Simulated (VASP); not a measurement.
Here is a VASP 6.6.1 calculation.

File INCAR:

```
SYSTEM = PbS
PREC = Accurate
ENCUT = 400
EDIFF = 1E-6
ISMEAR = -1
SIGMA = 0.1034
LREAL = Auto
LASPH = .TRUE.
NELM = 120
ALGO = Normal
ISIF = 2
LWAVE = .FALSE.
LCHARG = .TRUE.
GGA = PE
IVDW = 12
LELF = .TRUE.
LVHAR = .TRUE.
NBANDS = 94
GGA_COMPAT = .FALSE.
ISYM = -1
```

The input KPOINTS:

```
explicit points
4
Reciprocal
  0.25000000   0.25000000   0.25000000 2
  0.25000000   0.25000000   0.75000000 2
  0.25000000   0.75000000   0.25000000 2
  0.25000000   0.75000000   0.75000000 2
```

File POSCAR:

```
PbS
1.0
    6.0080352647      0.0000000000      6.0080352647
    6.0080352647      6.0080352647      0.0000000000
    0.0000000000      6.0080352647      6.0080352647
Pb S
8 8
Direct
   -0.0128134235     -0.0013585972      0.0018427821
    0.0001752653      0.4951966606      0.0008658405
    0.4909624145      0.0018359579      0.0030085542
    0.5048466539      0.4982702944      0.0036380446
   -0.0199661777      0.0116822716      0.4995394281
    0.0081244530      0.4995709692      0.5024013454
    0.5044848052     -0.0082715060      0.4858071518
    0.5178094607      0.5025522266      0.4756304472
    0.2679657208      0.2776703908      0.2173278688
    0.2477806695      0.7232156285      0.2741075788
    0.7926785197      0.2341193815      0.2472125137
    0.7361408189      0.7152880785      0.2456292174
    0.2466880494      0.2345889193      0.7543430257
    0.2004236738      0.7621475738      0.7603015460
    0.7385662375      0.2544555637      0.7506488896
    0.7376776774      0.7796344884      0.7757313822
```

Potentials or basis: VASP PAW PBE potentials, release 64 (Pb_d, S).

Run with:

```console
$ cat potpaw_PBE.64/Pb_d/POTCAR potpaw_PBE.64/S/POTCAR > POTCAR
$ mpirun -np 1 vasp_std > vasp.out
```

What does it give for the band gap on the k mesh?

1.36 eV.

What does it give for the pressure?

-0.2 GPa.

Estimate the dispersion energy per atom.

-0.337 eV.

Forces in eV/Å, atoms in the order of the input:
```
Pb   0.335 -0.439 -0.044
Pb   0.402 -0.365 -0.121
Pb   0.061  0.177 -0.208
Pb   0.141 -0.015 -0.312
Pb  -0.047  0.029  0.989
Pb  -0.171 -0.169  0.173
Pb  -0.248  0.484  0.028
Pb  -1.179  0.286  0.196
S   -0.556  0.566  0.424
S    0.383  0.081 -0.514
S   -0.828  0.278 -1.403
S    1.266  0.690  0.298
S   -0.304 -0.210 -0.279
S    0.889 -0.340  0.908
S   -0.093  0.099  0.325
S   -0.052 -1.153 -0.460
```

Caveat: the atoms stand as in a frame of molecular dynamics; spin-orbit coupling is left out, which moves the levels of the heavy elements; a shifted mesh leaves out Γ, where band edges can lie; forces of over 1 eV/Å act on the atoms, so gaps and moduli don't describe the material at rest. A k mesh can miss the band edges.
